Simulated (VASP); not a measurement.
# AlV2C (P6_3/mmc) in VASP: further runs, part 2 of 2

VASP 6.6.1. The steps go on from the part before.

## 3. Single point, PBEsol

INCAR reads:

```
PREC     = Accurate       # precision mode
ENCUT    = 520            # plane-wave cutoff, eV
EDIFF    = 1E-7           # SCF threshold, eV
ISMEAR   = -1             # smearing method
SIGMA    = 0.15           # smearing width, eV
LREAL    = False          # projectors in reciprocal space
LASPH    = True           # aspherical terms in the spheres
NELM     = 100            # most SCF steps
ALGO     = Normal         # electronic algorithm
ISIF     = 2              # what is computed and relaxed
LWAVE    = False          # write WAVECAR
LCHARG   = False          # write CHGCAR
GGA      = PS             # functional
NBANDS   = 43             # bands
```

KPOINTS reads:

```
regular mesh
0
Gamma
  15 15 4
```

POSCAR reads:

```
AlV2C
1.0
    2.8800724532      0.0000000000      0.0000000000
   -1.4400362266      2.4942159092      0.0000000000
    0.0000000000      0.0000000000     13.0347458455
Al V C
2 4 2
Direct
    0.3333333333      0.6666666667      0.2500000000
    0.6666666667      0.3333333333      0.7500000000
    0.3333333333      0.6666666667      0.5851048771
    0.6666666667      0.3333333333      0.4148951229
    0.6666666667      0.3333333333      0.0851048771
    0.3333333333      0.6666666667      0.9148951229
    0.0000000000      0.0000000000      0.0000000000
    0.0000000000      0.0000000000      0.5000000000
```

Potentials or basis: VASP PAW PBE potentials, release 64 (Al, V_sv, C).

Command:

```sh
> cat potpaw_PBE.64/Al/POTCAR potpaw_PBE.64/V_sv/POTCAR potpaw_PBE.64/C/POTCAR > POTCAR
> mpirun -np 1 vasp_std > vasp.out
```

OUTCAR:

```text
PREC = Accurate
   ENCUT = 520
   EDIFF = 1E-7
   ISMEAR = -1
   LREAL = False
   LASPH = True
   NELM = 100
   ISIF = 2
   GGA = PS

 ion  position               nearest neighbor table
   1  0.333  0.667  0.250-   4 2.72   5 2.72   4 2.72   5 2.72   4 2.72   5 2.72
   2  0.667  0.333  0.750-   3 2.72   6 2.72   3 2.72   6 2.72   3 2.72   6 2.72
   3  0.333  0.667  0.585-   8 2.00   8 2.00   8 2.00   2 2.72   2 2.72   2 2.72   4 2.77   4 2.77
                             4 2.77
   4  0.667  0.333  0.415-   8 2.00   8 2.00   8 2.00   1 2.72   1 2.72   1 2.72   3 2.77   3 2.77
                             3 2.77
   5  0.667  0.333  0.085-   7 2.00   7 2.00   7 2.00   1 2.72   1 2.72   1 2.72   6 2.77   6 2.77
                             6 2.77
   6  0.333  0.667  0.915-   7 2.00   7 2.00   7 2.00   2 2.72   2 2.72   2 2.72   5 2.77   5 2.77
                             5 2.77
   7  0.000  0.000  0.000-   5 2.00   6 2.00   6 2.00   5 2.00   5 2.00   6 2.00
   8  0.000  0.000  0.500-   3 2.00   4 2.00   3 2.00   4 2.00   4 2.00   3 2.00

  LATTYP: Found a hexagonal cell.
 ALAT       =     2.8800724532
 C/A-ratio  =     4.5258395604

  Lattice vectors:

 A1 = (   2.8800724532,   0.0000000000,   0.0000000000)
 A2 = (  -1.4400362266,   2.4942159092,   0.0000000000)
 A3 = (   0.0000000000,   0.0000000000,  13.0347458455)

Analysis of symmetry for initial positions (statically):
=====================================================================
 Subroutine PRICEL returns:
 Original cell was already a primitive cell.

 Routine SETGRP: Setting up the symmetry group for a
 hexagonal supercell.

 Subroutine GETGRP returns: Found 24 space group operations
 (whereof 12 operations were pure point group operations)
 out of a pool of 24 trial point group operations.

The static configuration has the point symmetry D_3d.
 The point group associated with its full space group is D_6h.

Analysis of symmetry for dynamics (positions and initial velocities):
=====================================================================
 Subroutine PRICEL returns:
 Original cell was already a primitive cell.

 Routine SETGRP: Setting up the symmetry group for a
 hexagonal supercell.

 Subroutine GETGRP returns: Found 24 space group operations
 (whereof 12 operations were pure point group operations)
 out of a pool of 24 trial point group operations.

The dynamic configuration has the point symmetry D_3d.
 The point group associated with its full space group is D_6h.

 Subroutine INISYM returns: Found 24 space group operations
 (whereof 12 operations are pure point group operations),
 and found     1 'primitive' translations

----------------------------------------------------------------------------------------

                                     Primitive cell

  volume of cell :      93.6354

  direct lattice vectors                    reciprocal lattice vectors
     2.880072453  0.000000000  0.000000000     0.347213487  0.200463800  0.000000000
    -1.440036227  2.494215909  0.000000000     0.000000000  0.400927601  0.000000000
     0.000000000  0.000000000 13.034745845     0.000000000  0.000000000  0.076718028

  length of vectors
     2.880072453  2.880072453 13.034745845     0.400927601  0.400927601  0.076718028

  position of ions in fractional coordinates (direct lattice)
     0.333333333  0.666666667  0.250000000
[... 70 lines left out ...]
  0.400000  0.200000  0.000000      6.000000
 [... further k-points ...]
   k-points           NKPTS =     81   k-points in BZ     NKDIM =     81   number of bands    NBANDS=     43
   number of dos      NEDOS =    301   number of ions     NIONS =      8
   total plane-waves  NPLWV =  56448
   dimension x,y,z NGX =    24 NGY =   24 NGZ =   98
   dimension x,y,z NGXF=    48 NGYF=   48 NGZF=  196
   ions per type =               2   4   2
   NGX,Y,Z   is equivalent  to a cutoff of  13.85, 13.85, 12.50 a.u.
   NGXF,Y,Z  is equivalent  to a cutoff of  27.71, 27.71, 25.00 a.u.
 SYSTEM =  unknown system
   PREC   = accura    normal or accurate (medium, high low for compatibility)
   ISTART =      0    job   : 0-new  1-cont  2-samecut
   ICHARG =      2    charge: 1-file 2-atom 10-const
   ISPIN  =      1    spin polarized calculation?
   LNONCOLLINEAR =      F non collinear calculations
   LSORBIT =      F    spin-orbit coupling
   LASPH  =      T    aspherical Exc in radial PAW
   ENCUT  =  520.0 eV  38.22 Ry    6.18 a.u.   5.36  5.36 24.24*2*pi/ulx,y,z
   NELM   =    100;   NELMIN=  2; NELMDL= -5     # of ELM steps
   EDIFF  = 0.1E-06   stopping-criterion for ELM
   LREAL  =      F    real-space projection
   EDIFFG = 0.1E-05   stopping-criterion for IOM
   NSW    =      0    number of steps for IOM
   IBRION =     -1    ionic relax: 0-MD 1-quasi-New 2-CG
   NFREE  =      0    steps in history (QN), initial steepest desc. (CG)
   ISIF   =      2    stress and relaxation
   ISYM   =      2    0-nonsym 1-usesym 2-fastsym
   POTIM  = 0.5000    time-step for ionic-motion
   TEBEG  =    0.0;   TEEND  =   0.0 temperature during run
   PSTRESS=    0.0 pullay stress
   NELECT =      66.0000    total number of electrons
   NUPDOWN=      -1.0000    fix difference up-down
   EMIN   =  10.00;   EMAX   =-10.00  energy-range for DOS
   EFERMI =   0.00;   METHOD = LEGACY
   ISMEAR =    -1;   SIGMA  =   0.15  broadening in eV -4-tet -1-fermi 0-gaus
   EFERMI_NEDOS =   21; number of points for ismear=-14 and -15
   IALGO  =     38    algorithm
   IMIX   =      4    mixing-type and parameters
     AMIX     =   0.40;   BMIX     =  1.00
     AMIX_MAG =   1.60;   BMIX_MAG =  1.00
  volume/ion in A,a.u.               =      11.70        78.99
  Fermi-wavevector in a.u.,A,eV,Ry     =   1.456944  2.753225 28.880886  2.122685
  Thomas-Fermi vector in A             =   2.573803
   LORBIT       =      0    0 simple, 1 ext, 2 COOP (PROOUT), +10 PAW based schemes
   GGA     = PS    functional components
   LHFCALC =     F    Hartree Fock is set to
   AEXX    =    0.0000 exact exchange contribution
   IVDW    =     0    specifies the selected vdW correction
   LEPSILON=     F    determine dielectric tensor
   LRPA    =     F    only Hartree local field effects (RPA)
 non-spin polarized calculation
  energy-cutoff  :      520.00
  volume of cell :       93.64
 maximum number of plane-waves:      2557
 NGX is ok and might be reduce to    24
   NGX = 11   NGY = 11   NGZ = 49

 number of electron      66.0000015 magnetization

 Free energy of the ion-electron system (eV)
  ---------------------------------------------------
  ext. energy  EPLUGINS =         0.00000000
  ---------------------------------------------------
  free energy    TOTEN  =       -70.73850583 eV

  energy without entropy =      -70.41351526  energy(sigma->0) =      -70.57601054

 E-fermi :   9.6546     XC(G=0): -12.3919

 val. band max:        9.6356674310   @ k =   0.1333   0.0667   0.5000
 cond. band min:       9.6612393884   @ k =   0.2000   0.0667   0.5000
 fundamental gap:      0.0255719574
 Fermi energy:         9.6546203574

 k-point     1 :       0.0000    0.0000    0.0000
  band No.  band energies     occupation
      1     -54.4455      2.00000
      2     -54.4454      2.00000
      3     -54.3764      2.00000
      4     -54.3763      2.00000
      5     -28.6259      2.00000
      6     -28.6236      2.00000
[... 1093 lines left out ...]
     42      12.0071      0.00000
     43      12.3346      0.00000

 [... further k-points ...]

------------------------ aborting loop because EDIFF is reached ----------------------------------------

  FORCE on cell =-STRESS in cart. coord.  units (eV):
  Direction    XX          YY          ZZ          XY          YZ          ZX
  --------------------------------------------------------------------------------------
  -------------------------------------------------------------------------------------
  Total        0.2227167      0.2227167      0.2234607      0.0000000     -0.0000000      0.0000000
  in kB        3.8108637      3.8108637      3.8235939      0.0000000     -0.0000000      0.0000000
  external PRESSURE =       3.8151071 kB  Pullay stress =       0.0000000 kB

 VOLUME and BASIS-vectors are now :
 -----------------------------------------------------------------------------
  energy-cutoff  :      520.00
  volume of cell :       93.64
      direct lattice vectors                 reciprocal lattice vectors
     2.880072453  0.000000000  0.000000000     0.347213487  0.200463800  0.000000000
    -1.440036227  2.494215909  0.000000000     0.000000000  0.400927601  0.000000000
     0.000000000  0.000000000 13.034745845     0.000000000  0.000000000  0.076718028

 POSITION                                       TOTAL-FORCE (eV/Angst)
 -----------------------------------------------------------------------------------
     -0.00000      1.66281      3.25869         0.000000      0.000000      0.000000
      1.44004      0.83141      9.77606         0.000000      0.000000      0.000000
     -0.00000      1.66281      7.62669         0.000000     -0.000000      0.035068
      1.44004      0.83141      5.40805        -0.000000      0.000000     -0.035068
      1.44004      0.83141      1.10932        -0.000000      0.000000      0.035068
     -0.00000      1.66281     11.92543         0.000000     -0.000000     -0.035068
      0.00000      0.00000      0.00000         0.000000      0.000000      0.000000
      0.00000      0.00000      6.51737         0.000000      0.000000      0.000000
 -----------------------------------------------------------------------------------
    total drift:                               -0.000000      0.000000     -0.000000

  FREE ENERGIE OF THE ION-ELECTRON SYSTEM (eV)
  ---------------------------------------------------
  free  energy   TOTEN  =       -70.7385058311 eV

  energy  without entropy=      -70.4135152575  energy(sigma->0) =      -70.57601054
```

Wall time 3.7 min (1 thread of AMD EPYC 9R45 (Zen 5), shared host); peak memory 0.37 GiB.

Results:

```
Free energy            : -70.7385 eV
Pressure               : 0.4 GPa
Largest force          : 0.035 eV/Å
Band gap on the k mesh : zero (bands 33 and 34 overlap by 1.68 eV)
```

Forces on the atoms (eV/Å):
```
Al   0.000  0.000  0.000
Al   0.000  0.000  0.000
V    0.000  0.000  0.035
V    0.000  0.000 -0.035
V    0.000  0.000  0.035
V    0.000  0.000 -0.035
C    0.000  0.000  0.000
C    0.000  0.000  0.000
```

Caveat: the PAW data sets were made with another functional, which shifts forces and pressure a little.

The gap in the log of VASP goes by the Fermi energy; the results here count the filled bands.